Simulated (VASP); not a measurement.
# CoO (Fm-3m) in VASP: further runs

The runs below take CoO through single point, relaxation of cell and atoms, with PBEsol.

Everything below comes from runs of VASP 6.6.1. Logs are shortened: lines on timing, memory, paths and dates and some standing lists are left out, and cuts for length are marked.

## 1. The cell of the first run

Symmetry: Fm-3m, No. 225, cubic system. Conventional cell: a = 4.263 Å, b = 4.263 Å, c = 4.263 Å, α = 90.00°, β = 90.00°, γ = 90.00°. Co (site symmetry m-3m) has 6 O at 2.13 Å within 2.8 Å. Within 2.8 Å of O (site symmetry m-3m) lie 6 Co at 2.13 Å.

## 2. Single point, PBEsol, collinear spin, ferromagnetic start

The input, INCAR:

```
SYSTEM = CoO
ALGO = Normal ; EDIFF = 1E-6
ENCUT = 520 ; GGA = PS
ISIF = 2 ; ISMEAR = 0
ISPIN = 2 ; LASPH = .TRUE.
LCHARG = .FALSE. ; LMAXMIX = 4
LORBIT = 11 ; LREAL = .FALSE.
LWAVE = .FALSE. ; MAGMOM = 3 0
NBANDS = 18 ; NELM = 150
PREC = Accurate ; SIGMA = 0.1
```

The input, KPOINTS:

```
k-points
0
G
  8 8 8
  0 0 0
```

The input, POSCAR:

```
CoO
1.0
    0.0000000000      2.1315000000      2.1315000000
    2.1315000000      0.0000000000      2.1315000000
    2.1315000000      2.1315000000      0.0000000000
Co O
1 1
Direct
    0.0000000000      0.0000000000      0.0000000000
    0.5000000000      0.5000000000      0.5000000000
```

Potentials or basis: VASP PAW PBE potentials, release 64 (Co, O).

Run with:

```sh
cat potpaw_PBE.64/Co/POTCAR potpaw_PBE.64/O/POTCAR > POTCAR
mpirun -np 1 vasp_std > vasp.out
```

OUTCAR:

```text
SYSTEM = CoO
   EDIFF = 1E-6
   ENCUT = 520
   GGA = PS
   ISIF = 2
   ISMEAR = 0
   ISPIN = 2
   LASPH = .TRUE.
   LORBIT = 11
   LREAL = .FALSE.
   NELM = 150
   PREC = Accurate

 ion  position               nearest neighbor table
   1  0.000  0.000  0.000-   2 2.13   2 2.13   2 2.13   2 2.13   2 2.13   2 2.13
   2  0.500  0.500  0.500-   1 2.13   1 2.13   1 2.13   1 2.13   1 2.13   1 2.13

  LATTYP: Found a face centered cubic cell.
 ALAT       =     4.2630000000

  Lattice vectors:

 A1 = (   0.0000000000,   2.1315000000,   2.1315000000)
 A2 = (   2.1315000000,   0.0000000000,   2.1315000000)
 A3 = (   2.1315000000,   2.1315000000,   0.0000000000)

Analysis of symmetry for initial positions (statically):
=====================================================================
 Subroutine PRICEL returns:
 Original cell was already a primitive cell.

 Routine SETGRP: Setting up the symmetry group for a
 face centered cubic supercell.

 Subroutine GETGRP returns: Found 48 space group operations
 (whereof 48 operations were pure point group operations)
 out of a pool of 48 trial point group operations.

The static configuration has the point symmetry O_h .

Analysis of symmetry for dynamics (positions and initial velocities):
=====================================================================
 Subroutine PRICEL returns:
 Original cell was already a primitive cell.

 Routine SETGRP: Setting up the symmetry group for a
 face centered cubic supercell.

 Subroutine GETGRP returns: Found 48 space group operations
 (whereof 48 operations were pure point group operations)
 out of a pool of 48 trial point group operations.

The dynamic configuration has the point symmetry O_h .

Analysis of structural, dynamic, and magnetic symmetry:
=====================================================================
 Subroutine PRICEL returns:
 Original cell was already a primitive cell.

 Routine SETGRP: Setting up the symmetry group for a
 face centered cubic supercell.

 Subroutine GETGRP returns: Found 48 space group operations
 (whereof 48 operations were pure point group operations)
 out of a pool of 48 trial point group operations.

The overall configuration has the point symmetry O_h .

 Subroutine INISYM returns: Found 48 space group operations
 (whereof 48 operations are pure point group operations),
 and found     1 'primitive' translations

----------------------------------------------------------------------------------------

                                     Primitive cell

  volume of cell :      19.3681

  direct lattice vectors                    reciprocal lattice vectors
     0.000000000  2.131500000  2.131500000    -0.234576589  0.234576589  0.234576589
     2.131500000  0.000000000  2.131500000     0.234576589 -0.234576589  0.234576589
     2.131500000  2.131500000  0.000000000     0.234576589  0.234576589 -0.234576589

  length of vectors
     3.014396208  3.014396208  3.014396208     0.406298571  0.406298571  0.406298571

  position of ions in fractional coordinates (direct lattice)
     0.000000000  0.000000000  0.000000000
     0.500000000  0.500000000  0.500000000

  ion indices of the primitive-cell ions
   primitive index   ion index
                 1           1
                 2           2

----------------------------------------------------------------------------------------

 KPOINTS: k-points

Automatic generation of k-mesh.
 Grid dimensions read from file:
 generate k-points for:    8    8    8

 Generating k-lattice:

  Cartesian coordinates                     Fractional coordinates (reciprocal lattice)
    -0.029322074  0.029322074  0.029322074     0.125000000  0.000000000  0.000000000
     0.029322074 -0.029322074  0.029322074     0.000000000  0.125000000  0.000000000
     0.029322074  0.029322074 -0.029322074     0.000000000  0.000000000  0.125000000

  Length of vectors
     0.050787321  0.050787321  0.050787321

  Shift w.r.t. Gamma in fractional coordinates (k-lattice)
     0.000000000  0.000000000  0.000000000

 Subroutine IBZKPT returns following result:
 ===========================================

 Found     29 irreducible k-points:

 Following reciprocal coordinates:
            Coordinates               Weight
  0.000000  0.000000  0.000000      1.000000
  0.125000  0.000000  0.000000      8.000000
  0.250000  0.000000  0.000000      8.000000
  0.375000  0.000000  0.000000      8.000000
  0.500000  0.000000  0.000000      4.000000
  0.125000  0.125000  0.000000      6.000000
[... 16 lines left out ...]
  0.500000  0.250000  0.125000     48.000000
 -0.375000  0.250000  0.125000     24.000000
 [... further k-points ...]
   k-points           NKPTS =     29   k-points in BZ     NKDIM =     29   number of bands    NBANDS=     18
   number of dos      NEDOS =    301   number of ions     NIONS =      2
   total plane-waves  NPLWV =  13824
   dimension x,y,z NGX =    24 NGY =   24 NGZ =   24
   dimension x,y,z NGXF=    48 NGYF=   48 NGZF=   48
   ions per type =               1   1
   NGX,Y,Z   is equivalent  to a cutoff of  13.24, 13.24, 13.24 a.u.
   NGXF,Y,Z  is equivalent  to a cutoff of  26.47, 26.47, 26.47 a.u.
 SYSTEM =  CoO
   PREC   = accura    normal or accurate (medium, high low for compatibility)
   ISTART =      0    job   : 0-new  1-cont  2-samecut
   ICHARG =      2    charge: 1-file 2-atom 10-const
   ISPIN  =      2    spin polarized calculation?
   LNONCOLLINEAR =      F non collinear calculations
   LSORBIT =      F    spin-orbit coupling
   LASPH  =      T    aspherical Exc in radial PAW
   ENCUT  =  520.0 eV  38.22 Ry    6.18 a.u.   5.60  5.60  5.60*2*pi/ulx,y,z
   NELM   =    150;   NELMIN=  2; NELMDL= -5     # of ELM steps
   EDIFF  = 0.1E-05   stopping-criterion for ELM
   LREAL  =      F    real-space projection
   EDIFFG = 0.1E-04   stopping-criterion for IOM
   NSW    =      0    number of steps for IOM
   IBRION =     -1    ionic relax: 0-MD 1-quasi-New 2-CG
   NFREE  =      0    steps in history (QN), initial steepest desc. (CG)
   ISIF   =      2    stress and relaxation
   ISYM   =      2    0-nonsym 1-usesym 2-fastsym
   POTIM  = 0.5000    time-step for ionic-motion
   TEBEG  =    0.0;   TEEND  =   0.0 temperature during run
   PSTRESS=    0.0 pullay stress
   NELECT =      15.0000    total number of electrons
   NUPDOWN=      -1.0000    fix difference up-down
   EMIN   =  10.00;   EMAX   =-10.00  energy-range for DOS
   EFERMI =   0.00;   METHOD = LEGACY
   ISMEAR =     0;   SIGMA  =   0.10  broadening in eV -4-tet -1-fermi 0-gaus
   EFERMI_NEDOS =   21; number of points for ismear=-14 and -15
   IALGO  =     38    algorithm
   IMIX   =      4    mixing-type and parameters
     AMIX     =   0.40;   BMIX     =  1.00
     AMIX_MAG =   1.60;   BMIX_MAG =  1.00
  volume/ion in A,a.u.               =       9.68        65.35
  Fermi-wavevector in a.u.,A,eV,Ry     =   1.503407  2.841027 30.752334  2.260233
  Thomas-Fermi vector in A             =   2.614521
   LORBIT       =     11    0 simple, 1 ext, 2 COOP (PROOUT), +10 PAW based schemes
   GGA     = PS    functional components
   LHFCALC =     F    Hartree Fock is set to
   AEXX    =    0.0000 exact exchange contribution
   IVDW    =     0    specifies the selected vdW correction
   LEPSILON=     F    determine dielectric tensor
   LRPA    =     F    only Hartree local field effects (RPA)
 spin polarized calculation
 Gauss-broadening in eV      SIGMA  =   0.10
  energy-cutoff  :      520.00
  volume of cell :       19.37
 maximum number of plane-waves:       544
 NGX is ok and might be reduce to    24
   NGX = 11   NGY = 11   NGZ = 11

 number of electron      15.0000007 magnetization       2.9120384

 Free energy of the ion-electron system (eV)
  ---------------------------------------------------
  ext. energy  EPLUGINS =         0.00000000
  ---------------------------------------------------
  free energy    TOTEN  =       -13.95258473 eV

  energy without entropy =      -13.93101273  energy(sigma->0) =      -13.94179873

 E-fermi :   7.7925     XC(G=0): -12.6483

 val. band max:        7.7840562044   @ k =  -0.3750   0.3750   0.0000
 cond. band min:       7.7926690399   @ k =   0.2500   0.2500   0.0000
 fundamental gap:      0.0086128355
 Fermi energy:         7.7924723842

 spin component 1

 k-point     1 :       0.0000    0.0000    0.0000
  band No.  band energies     occupation
      1     -12.4196      1.00000
      2       4.5185      1.00000
      3       4.5185      1.00000
      4       4.5723      1.00000
      5       4.5723      1.00000
      6       4.5723      1.00000
[... 10 lines left out ...]
     17      29.0224      0.00000
     18      32.4773      0.00000

 k-point     2 :       0.1250    0.0000    0.0000
  band No.  band energies     occupation
      1     -12.2588      1.00000
      2       3.2408      1.00000
      3       3.4316      1.00000
      4       3.4316      1.00000
      5       4.7484      1.00000
      6       4.7484      1.00000
[... 10 lines left out ...]
     17      31.0059      0.00000
     18      34.5931      0.00000

 k-point     3 :       0.2500    0.0000    0.0000
  band No.  band energies     occupation
      1     -11.8420      1.00000
      2       1.4640      1.00000
      3       2.5223      1.00000
      4       2.5223      1.00000
      5       5.0066      1.00000
      6       5.0066      1.00000
[... 10 lines left out ...]
     17      34.4411      0.00000
     18      37.1353      0.00000

 k-point     4 :       0.3750    0.0000    0.0000
  band No.  band energies     occupation
      1     -11.3743      1.00000
      2       0.0700      1.00000
      3       1.9334      1.00000
      4       1.9334      1.00000
      5       5.2775      1.00000
      6       5.2775      1.00000
[... 375 lines left out ...]
      4       2.7728      1.00000
      5       4.8051      1.00000
      6       5.0464      1.00000
[... 10 lines left out ...]
     17      35.5811      0.00000
     18      37.0509      0.00000

 k-point    23 :       0.5000    0.2500    0.1250
  band No.  band energies     occupation
      1     -11.2480      1.00000
      2       0.4175      1.00000
      3       1.8675      1.00000
      4       2.1404      1.00000
      5       5.0203      1.00000
      6       5.3315      1.00000
[... 10 lines left out ...]
     17      35.9324      0.00000
     18      36.8990      0.00000

 k-point    24 :      -0.3750    0.2500    0.1250
  band No.  band energies     occupation
      1     -11.1014      1.00000
      2       0.2497      1.00000
      3       1.6421      1.00000
      4       1.8934      1.00000
      5       5.1810      1.00000
      6       5.4042      1.00000
[... 10 lines left out ...]
     17      35.5041      0.00000
     18      36.7129      0.00000

 [... further k-points ...]

 spin component 2

 k-point     1 :       0.0000    0.0000    0.0000
  band No.  band energies     occupation
      1     -11.8891      1.00000
      2       5.1726      1.00000
      3       5.1726      1.00000
      4       5.1726      1.00000
      5       6.6900      1.00000
      6       6.6901      1.00000
[... 10 lines left out ...]
     17      29.9612      0.00000
     18      33.2895      0.00000

 k-point     2 :       0.1250    0.0000    0.0000
  band No.  band energies     occupation
      1     -11.7239      1.00000
      2       3.9725      1.00000
      3       4.6547      1.00000
      4       4.6547      1.00000
      5       6.8653      1.00000
      6       6.8653      1.00000
[... 10 lines left out ...]
     17      31.7088      0.00000
     18      35.4608      0.00000

 k-point     3 :       0.2500    0.0000    0.0000
  band No.  band energies     occupation
      1     -11.2946      1.00000
      2       2.1197      1.00000
      3       3.8511      1.00000
      4       3.8511      1.00000
      5       7.1977      1.00000
      6       7.1977      1.00000
[... 10 lines left out ...]
     17      34.8937      0.00000
     18      37.9426      0.00000

 k-point     4 :       0.3750    0.0000    0.0000
  band No.  band energies     occupation
      1     -10.8112      1.00000
      2       0.6713      1.00000
      3       3.2772      1.00000
      4       3.2773      1.00000
      5       7.5288      0.99990
      6       7.5288      0.99990
[... 375 lines left out ...]
      4       3.6180      1.00000
      5       6.7327      1.00000
      6       7.7229      0.83743
[... 10 lines left out ...]
     17      36.1871      0.00000
     18      37.7052      0.00000

 k-point    23 :       0.5000    0.2500    0.1250
  band No.  band energies     occupation
      1     -10.6686      1.00000
      2       1.0719      1.00000
      3       2.8724      1.00000
      4       3.2660      1.00000
      5       7.1025      1.00000
      6       7.7509      0.72179
[... 10 lines left out ...]
     17      36.4663      0.00000
     18      37.3823      0.00000

 k-point    24 :      -0.3750    0.2500    0.1250
  band No.  band energies     occupation
      1     -10.5138      1.00000
      2       0.8391      1.00000
      3       2.5895      1.00000
      4       3.1314      1.00000
      5       7.4574      1.00000
      6       7.5677      0.99926
[... 10 lines left out ...]
     17      35.8685      0.00000
     18      37.3412      0.00000

 [... further k-points ...]
[... 5 lines left out ...]
  --------------------------------------------------------------------------------------
  -------------------------------------------------------------------------------------
  Total       -1.4012802     -1.4012802     -1.4012802      0.0000000      0.0000000     -0.0000000
  in kB     -115.9176473   -115.9176473   -115.9176473      0.0000000      0.0000000     -0.0000000
  external PRESSURE =    -115.9176473 kB  Pullay stress =       0.0000000 kB

 VOLUME and BASIS-vectors are now :
 -----------------------------------------------------------------------------
  energy-cutoff  :      520.00
  volume of cell :       19.37
      direct lattice vectors                 reciprocal lattice vectors
     0.000000000  2.131500000  2.131500000    -0.234576589  0.234576589  0.234576589
     2.131500000  0.000000000  2.131500000     0.234576589 -0.234576589  0.234576589
     2.131500000  2.131500000  0.000000000     0.234576589  0.234576589 -0.234576589

 POSITION                                       TOTAL-FORCE (eV/Angst)
 -----------------------------------------------------------------------------------
      0.00000      0.00000      0.00000         0.000000      0.000000      0.000000
      2.13150      2.13150      2.13150        -0.000000     -0.000000     -0.000000
 -----------------------------------------------------------------------------------
    total drift:                                0.000000     -0.000000     -0.000000

  FREE ENERGIE OF THE ION-ELECTRON SYSTEM (eV)
  ---------------------------------------------------
  free  energy   TOTEN  =       -13.9525847323 eV

  energy  without entropy=      -13.9310127313  energy(sigma->0) =      -13.94179873

 total charge

# of ion       s       p       d       tot
------------------------------------------
    1        0.296   0.359   7.144   7.800
    2        1.551   3.396   0.000   4.947
--------------------------------------------------
tot          1.847   3.756   7.144  12.747

 magnetization (x)

# of ion       s       p       d       tot
------------------------------------------
    1        0.020   0.017   2.512   2.549
    2        0.029   0.280   0.000   0.309
--------------------------------------------------
tot          0.049   0.298   2.512   2.858
```

It took 39 s on 1 thread of AMD EPYC 7R13 (Zen 3), shared host; peak memory 0.12 GiB.

Results:

* Free energy: -13.9526 eV
* Pressure: -11.6 GPa
* Net moment: 2.91 μB per cell
* Site moments: Co +2.55; O +0.31 μB
* Valence electrons inside the program's atomic spheres: Co 7.80; O 4.95

Levels at points of the mesh, in eV from the Fermi level:
Spin up:
| k point | band 6 | band 7 | band 8 | band 9 | band 10 | band 11 | band 12 | band 13 |
| --- | --- | --- | --- | --- | --- | --- | --- | --- |
| (0.00, 0.00, 0.00) | -3.22 | -3.13 | -3.13 | -3.13 | 0.83 | 16.56 | 17.89 | 17.89 |
| (0.50, 0.00, 0.00) | -2.40 | -1.86 | 0.07 | 0.07 | 4.84 | 9.16 | 13.20 | 13.20 |
| (0.50, 0.50, 0.00) | -2.92 | -2.41 | -2.12 | -2.12 | 5.67 | 9.61 | 11.45 | 15.52 |
Spin down:
```csv
k point,band 3,band 4,band 5,band 6,band 7,band 8,band 9,band 10
"(0.00, 0.00, 0.00)",-2.62,-2.62,-1.10,-1.10,-1.10,-0.14,-0.14,1.38
"(0.50, 0.00, 0.00)",-4.72,-4.72,-0.12,-0.12,0.18,2.54,2.54,5.15
"(0.50, 0.50, 0.00)",-3.89,-3.89,-2.25,0.14,0.14,0.33,0.80,6.51
```

Caveat: the PAW data sets were made with another functional, which shifts forces and pressure a little; a cell with one magnetic atom can't hold antiferromagnetic order, which such compounds often take; semilocal functionals often make such compounds metallic where correlation or magnetic order opens a gap, which also shifts bond lengths.

## 3. Relaxation of cell and atoms, PBEsol, collinear spin, ferromagnetic start

The input, INCAR:

```
PREC = Accurate ; ENCUT = 600
EDIFF = 1E-6 ; ISMEAR = 0
SIGMA = 0.1 ; LREAL = False
LASPH = True ; NELM = 150
ALGO = Normal ; ISIF = 3
LWAVE = False ; LCHARG = False
ISPIN = 2 ; MAGMOM = 2.74 0.37
LORBIT = 11 ; LMAXMIX = 4
GGA = PS ; IBRION = 2
NSW = 100 ; EDIFFG = -0.05
```

The input, KPOINTS:

```
Automatic mesh
0
Gamma
  8 8 8
```

POSCAR is that of step 2.

Potentials or basis: VASP PAW PBE potentials, release 64 (Co, O).

Run with:

```sh
cat potpaw_PBE.64/Co/POTCAR potpaw_PBE.64/O/POTCAR > POTCAR
mpirun -np 1 vasp_std > vasp.out
```

Wall time 49 s (1 thread of AMD EPYC 7R13 (Zen 3), shared host); peak memory 0.13 GiB.

Results (log left out):

```yaml
Free_energy: -14.0055 eV
Relaxed_volume: 9.03 Å³/atom
Relaxed_cell: a = 2.945 Å, b = 2.945 Å, c = 2.945 Å, α = 60.00°, β = 60.00°, γ = 60.00°
Space_group_after_relaxing_to_0.05_Å: Fm-3m (No. 225)
Energy_gained_by_relaxing: 25.7 meV/atom
Ionic_steps: 3
Pressure_after_relaxing: 0.2 GPa
Net_moment: 2.80 μB per cell
Site_moments: Co +2.46; O +0.29 μB
Valence_electrons_inside_the_program's_atomic_spheres: Co 7.93; O 4.98
```

Step by step:
```
step  energy change (eV)  largest force (eV/Å)  pressure (GPa)  volume (Å³)
   1              0.0000                0.0000          -11.80        19.37
   2             -0.0367                0.0000            7.10        17.44
   3             -0.0513                0.0000            0.23        18.07
```

Final structure:
```xyz
2
Lattice="0.0000 2.0827 2.0827 2.0827 0.0000 2.0827 2.0827 2.0827 0.0000" Properties=species:S:1:pos:R:3 pbc="T T T"
Co    0.0000    0.0000    0.0000
O     2.0827    2.0827    2.0827
```

Levels at points of the mesh, in eV from the Fermi level:
Spin up:
| k point | band 5 | band 6 | band 7 | band 8 | band 9 | band 10 | band 11 | band 12 | band 13 |
| --- | --- | --- | --- | --- | --- | --- | --- | --- | --- |
| (0.00, 0.00, 0.00) | -3.28 | -3.28 | -3.20 | -3.20 | -3.20 | 1.22 | 16.77 | 18.46 | 18.46 |
| (0.50, 0.00, 0.00) | -2.35 | -2.35 | -1.78 | 0.28 | 0.28 | 5.00 | 9.83 | 13.68 | 13.68 |
| (0.50, 0.50, 0.00) | -4.22 | -2.88 | -2.23 | -2.03 | -2.03 | 6.16 | 10.05 | 11.79 | 16.33 |
Spin down:
```
           k point  band 4  band 5  band 6  band 7  band 8  band 9
(0.00, 0.00, 0.00)   -2.95   -1.26   -1.26   -1.26   -0.25   -0.25
(0.50, 0.00, 0.00)   -5.23   -0.15   -0.15    0.19    2.71    2.71
(0.50, 0.50, 0.00)   -4.30   -2.57    0.16    0.16    0.28    0.89
```

Caveat: the PAW data sets were made with another functional, which shifts forces and pressure a little; a cell with one magnetic atom can't hold antiferromagnetic order, which such compounds often take; semilocal functionals often make such compounds metallic where correlation or magnetic order opens a gap, which also shifts bond lengths. With open d or f shells a metallic result of PBEsol can be an artefact of self-interaction; +U or a hybrid may open a gap.

(Part 1 of 2 ends here.)
